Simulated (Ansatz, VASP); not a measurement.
## Two plane-wave programs on Mo

```
Mo
1.0
    -1.58043    1.58043    1.58043
     1.58043   -1.58043    1.58043
     1.58043    1.58043   -1.58043
Mo
1
Direct
  0.00000 0.00000 0.00000
```

Alike in both runs: functional PBE; k mesh 24 × 24 × 24; occupations gaussian, width 0.1 eV; no spin polarisation.

Ansatz relaxed the structure, and its values are those at the end. VASP's run is a single point on that final structure, the one shown.

|  | VASP | Ansatz |
| --- | --- | --- |
| version | VASP 6.6.1 | Ansatz 0.2.0 |
| potentials or method | VASP PAW PBE potentials, release 64 (Mo_sv), cutoff 520 eV | scalar-relativistic, plane waves, PAW |
| valence electrons in the cell | 14 | 14 |

```tsv
	VASP	Ansatz	Ansatz less VASP
gap on the k mesh at the Fermi level (eV)	none	none	-
pressure (GPa)	0.5	0.0	-0.50
```

A gap of «none» marks a metal or a gap that the smearing closes. With one functional, cell and mesh, what is left measures potentials, basis and numerics.
